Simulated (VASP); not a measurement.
Wanted: the native input for a VASP 6.6.1 run.

```
Task                   : single point
Functional             : PBE
Potentials or basis    : VASP PAW PBE potentials, release 64 (Sc_sv, H)
Cutoff                 : 520 eV
k mesh                 : 3 × 2 × 3
Occupations            : gaussian, width 0.05 eV
Spin                   : no spin polarisation
Dipole correction      : no
Further INCAR settings : ALGO = Normal; EDIFF = 1e-06; NBANDS = 78
```

The structure of Sc12H (a cell with a defect) lies in POSCAR:

```
Sc12H
1.0
    6.6200000000      0.0000000000      0.0000000000
   -4.9650000000      8.5996320000      0.0000000000
    0.0000000000      0.0000000000      5.2761400000
Sc H
12 1
Direct
    0.0006570894      0.0017715874      0.0000144045
    0.1662557831      0.2224914973      0.5000125091
   -0.0016637772      0.3314245307      0.0000200904
    0.1610601982      0.5491134969      0.5000430239
   -0.0042706213      0.6649565935      0.0000416971
    0.1637239160      0.8913779101      0.5000250183
    0.5030145475      0.0027944219      0.0000108034
    0.6662675211      0.2222753253      0.5000096662
    0.4976668494      0.3315233722      0.0000115615
    0.6665822553      0.5558184350      0.5000348740
    0.4997121537      0.6660164063      0.0000276717
    0.6727593369      0.8902541411      0.5000079604
    0.3320418643      0.7786922743      1.0000132673
```

One way to write it, as run:

INCAR

```
SYSTEM = Sc12H
PREC     = Accurate       ! precision mode
ENCUT    = 520            ! plane-wave cutoff, eV
EDIFF    = 1E-6           ! SCF threshold, eV
ISMEAR   = 0              ! smearing method
SIGMA    = 0.05           ! smearing width, eV
LREAL    = .FALSE.        ! projectors in reciprocal space
LASPH    = .TRUE.         ! aspherical terms in the spheres
NELM     = 80             ! most SCF steps
ALGO     = Normal         ! electronic algorithm
ISIF     = 2              ! what is computed and relaxed
LWAVE    = .FALSE.        ! write WAVECAR
LCHARG   = .TRUE.         ! write CHGCAR
GGA      = PE             ! functional
LELF     = .TRUE.         ! ELF
LVHAR    = .TRUE.       
NBANDS   = 78             ! bands
```

KPOINTS

```
Automatic mesh
0
G
  3 2 3
  0 0 0
```

Potentials or basis: VASP PAW PBE potentials, release 64 (Sc_sv, H).

Run with:

```console
$ cat potpaw_PBE.64/Sc_sv/POTCAR potpaw_PBE.64/H/POTCAR > POTCAR
$ mpirun -np 1 vasp_std > vasp.out
```

Results of the run:

```json
{
  "Pressure": "0.1 GPa",
  "Largest force": "0.025 eV/Å",
  "Band gap on the k mesh": "zero (an odd number of electrons rules out a gap without spin polarisation)"
}
```

Caveat: the k points lie up to 0.40 Å⁻¹ apart, too coarse for converged energies and pressures of a metal.

Wall time 4.8 min on 1 thread of Intel(R) Xeon(R) Platinum 8559C (Emerald Rapids), on a shared host, peak memory 0.47 GiB.
